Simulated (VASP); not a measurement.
**SiC: single point with PBE**

The system is SiC.

```xyz
2
Lattice="0.0000 1.9439 1.9439 1.9439 0.0000 1.9439 1.9439 1.9439 0.0000" Properties=species:S:1:pos:R:3 pbc="T T T"
C     0.0000    0.0000    0.0000
Si    1.9439    1.9439    1.9439
```

This cell differs from its parent crystal: volume scaled by 0.880.

- Program: VASP 6.6.1
- Task: single point
- Functional: PBE
- Potentials or basis: VASP PAW PBE potentials, release 64 (C, Si)
- Cutoff: 520 eV
- k mesh: 20 × 20 × 20
- Occupations: gaussian, width 0.05 eV
- Spin: no spin polarisation

```json
{"Pressure": "41.4 GPa", "Band gap on the k mesh": "zero (band 4 reaches 14.40 eV, above the bottom of band 5 at 14.28 eV)"}
```

Levels at points of the mesh, in eV from the Fermi level:
```
           k point  band 2  band 3  band 4  band 5  band 6  band 7
(0.00, 0.00, 0.00)   -0.04   -0.04   -0.04    8.92    8.92    8.92
(0.50, 0.00, 0.00)  -12.61   -1.44   -1.44    5.79    5.79    6.65
(0.50, 0.50, 0.00)  -11.01   -4.86   -4.86   -0.14    1.89   16.64
```

Wall time 20 s on 1 thread of Intel Xeon 6975P-C, with other jobs on the host, peak memory 0.15 GiB.
